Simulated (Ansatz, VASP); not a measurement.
## One calculation of NaF, two programs

File POSCAR:

```
NaF
1.0
    0.0000000000      2.2771827257      2.2771827257
    2.2771827257      0.0000000000      2.2771827257
    2.2771827257      2.2771827257      0.0000000000
Na F
1 1
Direct
    0.0000000000      0.0000000000      0.0000000000
    0.5000000000      0.5000000000      0.5000000000
```

File INCAR.step1:

```
PREC = Accurate
ENCUT = 520
ISMEAR = 0
SIGMA = 0.01
LREAL = F
LASPH = T
NELM = 80
NBANDS = 14
GGA = PE
ALGO = Normal
EDIFF = 1E-4
LWAVE = T
LCHARG = F
```

The input INCAR.step2:

```
PREC = Accurate
ENCUT = 520
EDIFF = 1E-7
ISMEAR = 0
SIGMA = 0.01
LREAL = F
LASPH = T
NELM = 80
ALGO = Normal
ISIF = 2
LWAVE = F
LCHARG = T
METAGGA = R2SCAN
LMIXTAU = T
LELF = T
LVHAR = T
NBANDS = 14
ISTART = 1
```

The input KPOINTS:

```
Automatic mesh
0
Gamma
  10 10 10
```

Input for Ansatz:

```yaml
crystal:
  lattice:
    - [0.0, 2.2771827257, 2.2771827257]
    - [2.2771827257, 0.0, 2.2771827257]
    - [2.2771827257, 2.2771827257, 0.0]
  atoms:
    - { symbol: Na, position: [0.0, 0.0, 0.0] }
    - { symbol: F, position: [0.5, 0.5, 0.5] }
kpoints:
  mp_grid: { grid: [10, 10, 10] }
  band_path:
    path:
      - [0.0, 0.0, 0.0]
      - [0.5, 0.0, 0.5]
      - [0.625, 0.25, 0.625]
      - [0.375, 0.375, 0.75]
      - [0.5, 0.5, 0.5]
      - [0.5, 0.25, 0.75]
    npoints: 1
hamiltonian:
  xc: r2scan
scf:
  occupations: { method: fixed }
  n_extra_bands: 4
output:
  forces: true
  stress: true
  eigenvalues: true
```

Change from the starting cell: hydrostatic strain -0.9%.

Alike in both runs: task single point; functional r2SCAN; k mesh 10 × 10 × 10; no spin polarisation.

```csv
,VASP,Ansatz
version,VASP 6.6.1,Ansatz 0.2.0
potentials or method,"VASP PAW PBE potentials, release 64 (Na_pv, F)","plane waves, PAW"
plane-wave cutoff (eV),520,500
occupations,"gaussian, width 0.01 eV",fixed
valence electrons in the cell,14,16
```

Ansatz gave:

| Item | Value |
| --- | --- |
| gap on the k mesh at the Fermi level (eV) | 7.44 |
| pressure (GPa) | 1.5 |

Q: Estimate VASP's values.

A: gap on the k mesh at the Fermi level (eV): 7.48; pressure (GPa): 0.7.

VASP's potentials were made for PBE, not for r2SCAN. VASP's potentials hold 14 valence electrons a cell and Ansatz's 16, so a difference there can come from the potentials and not from the codes.
